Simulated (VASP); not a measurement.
A run of VASP 6.6.1 is set up as follows.

Contents of INCAR:

```
SYSTEM = Mg
  PREC = Accurate
  ENCUT = 520
  EDIFF = 1E-6
  ISMEAR = 0
  SIGMA = 0.1
  LREAL = Auto
  LASPH = .True.
  NELM = 100
  ALGO = Normal
  ISIF = 2
  LWAVE = .False.
  LCHARG = .False.
  GGA = PE
  NBANDS = 28
```

The input KPOINTS:

```
Automatic mesh
0
Gamma
  3 3 2
  0 0 0
```

POSCAR

```
Mg
1.0
    6.5143765200      0.0000057700      0.0000000000
    3.2571832600      5.6416184400      0.0000000000
    0.0000000000      0.0000000000     10.5762520000
Mg
15
Direct
    0.3667798617      0.3082927182      0.1174690240
    0.1432828221      0.1786395489      0.3736542964
    0.3195153210      0.3414394605      0.6266624509
    0.1739130023      0.1633236998      0.8752888074
    0.3668485098      0.8255079518      0.1174701586
   -0.0012373542      0.7509465683      0.2503479493
    0.3195256687      0.8395559194      0.6266439188
    0.1651180600      0.6677385377      0.8779377609
    0.8543197763      0.3231007361      0.1270499228
    0.6307438133      0.1935842298      0.3832407738
    0.8236553457      0.3384500862      0.6254170192
    0.6780102822      0.1603479742      0.8740439430
    0.6308188679      0.6762792275      0.3832415302
    0.8324292779      0.8340738118      0.6227574759
    0.6780338989      0.6622021903      0.8740370407
```

Potentials or basis: VASP PAW PBE potentials, release 64 (Mg).

The run is started by

```sh
$ cat potpaw_PBE.64/Mg/POTCAR > POTCAR
$ mpirun -np 1 vasp_std > vasp.out
```

What does it give for the pressure?

-2.0 GPa.

Predict the largest force.

0.029 eV/Å.

Estimate the band gap on the k mesh.

zero (bands 15 and 16 overlap by 1.31 eV).

Forces on the atoms (eV/Å):
```
Mg   0.015 -0.015 -0.013
Mg  -0.005  0.003  0.028
Mg   0.000 -0.005  0.009
Mg   0.003 -0.002  0.007
Mg   0.020 -0.005 -0.013
Mg   0.000  0.000 -0.001
Mg   0.004  0.002  0.009
Mg   0.000 -0.001  0.019
Mg   0.005 -0.003 -0.029
Mg  -0.016  0.015  0.013
Mg  -0.003  0.002 -0.007
Mg   0.000  0.004 -0.009
Mg  -0.021  0.006  0.013
Mg   0.001 -0.001 -0.019
Mg  -0.004 -0.001 -0.009
```

Caveat: the k points lie up to 0.37 Å⁻¹ apart, too coarse for converged energies and pressures of a metal.
